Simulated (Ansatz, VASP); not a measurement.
## One calculation of GaSb, two programs

```
CELL_PARAMETERS angstrom
0.00000 3.02444 3.02444
3.02444 0.00000 3.02444
3.02444 3.02444 0.00000
ATOMIC_POSITIONS crystal
Ga 0.00000 0.00000 0.00000
Sb 0.25000 0.25000 0.25000
```

Alike in both runs: functional LDA; k mesh 10 × 10 × 10; occupations gaussian, width 0.1 eV; no spin polarisation.

Ansatz relaxed the structure, and its values are those at the end. VASP's run is a single point on that final structure, the one shown.

|  | VASP | Ansatz |
| --- | --- | --- |
| version | VASP 6.6.1 | Ansatz 0.2.0 |
| potentials or method | VASP PAW LDA potentials, release 64 (Ga_d, Sb), cutoff 500 eV | scalar-relativistic, plane waves, PAW |
| valence electrons in the cell | 18 | 28 |

|  | VASP | Ansatz | Ansatz less VASP |
| --- | --- | --- | --- |
| gap on the k mesh at the Fermi level (eV) | 0.12 | 0.07 | -0.050 |
| least direct gap on the mesh (eV) | 0.12 | 0.07 | -0.050 |
| pressure (GPa) | 0.2 | 0.0 | -0.18 |

Ansatz warns that its potentials were made for another functional, while VASP's fit it. LDA's correlation is that of Perdew and Zunger in VASP and of Perdew and Wang (1992) in Ansatz. VASP's potentials hold 18 valence electrons a cell and Ansatz's 28, so a difference there can come from the potentials and not from the codes.

Spin-orbit coupling is off throughout.
